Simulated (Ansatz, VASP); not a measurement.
# As: VASP beside Ansatz

INCAR

```
PREC     = Accurate       # precision mode
ENCUT    = 520            # plane-wave cutoff, eV
EDIFF    = 1E-8           # SCF threshold, eV
ISMEAR   = -1             # smearing method
SIGMA    = 0.05           # smearing width, eV
LREAL    = False          # projectors in reciprocal space
LASPH    = True           # aspherical terms in the spheres
NELM     = 120            # most SCF steps
ALGO     = Normal         # electronic algorithm
ISIF     = 2              # what is computed and relaxed
LWAVE    = False          # write WAVECAR
LCHARG   = False          # write CHGCAR
GGA      = PE             # functional
LEFG     = True         
NBANDS   = 22             # bands
GGA_COMPAT= False
```

Contents of KPOINTS:

```
regular mesh
0
Gamma
  10 10 10
```

POSCAR

```
As
1.0
    1.8797494575      1.0852738553      3.4857700000
   -1.8797494575      1.0852738553      3.4857700000
    0.0000000000     -2.1705477106      3.4857700000
As
2
Direct
    0.2275400000      0.2275400000      0.2275400000
    0.7724600000      0.7724600000      0.7724600000
```

Input for Ansatz:

```yaml
crystal:
  lattice:
    - [1.8797494575, 1.0852738553, 3.48577]
    - [-1.8797494575, 1.0852738553, 3.48577]
    - [0.0, -2.1705477106, 3.48577]
  atoms:
    - { symbol: As, position: [0.22754, 0.22754, 0.22754] }
    - { symbol: As, position: [0.77246, 0.77246, 0.77246] }
kpoints:
  mp_grid: { grid: [10, 10, 10] }
scf:
  occupations: { method: fermi_dirac, width: 0.05 }
hamiltonian:
  xc: pbe
  pseudopotentials: { kind: paw }
output:
  forces: true
  stress: true
  eigenvalues: true
  efg: { contact_densities: true }
```

Alike in both runs: task electric field gradients; functional PBE; k mesh 10 × 10 × 10; occupations fermi-dirac, width 0.05 eV; no spin polarisation.

```csv
,VASP,Ansatz
version,VASP 6.6.1,Ansatz 0.2.0
potentials or method,"VASP PAW PBE potentials, release 64 (As_d)","PAW with Ansatz's default frozen-core files, scalar-relativistic"
plane-wave cutoff (eV),520,420
valence electrons in the cell,30,30
```

```tsv
	VASP	Ansatz	Ansatz less VASP
pressure (GPa)	3.7	3.5	-0.12
traceless stress, the component that is largest in VASP (GPa)	-0.64	-0.63	+0.016
rms of the force components (eV/Å)	0.139	0.132	-0.0078
size of Vzz on the site where it differs most (V/Å²)	48.9	51.3	+2.38
```

Atom by atom the forces differ by 0.008 eV/Å (rms over components). The functional is the same, so the differences come from potentials, cutoffs and numerics.
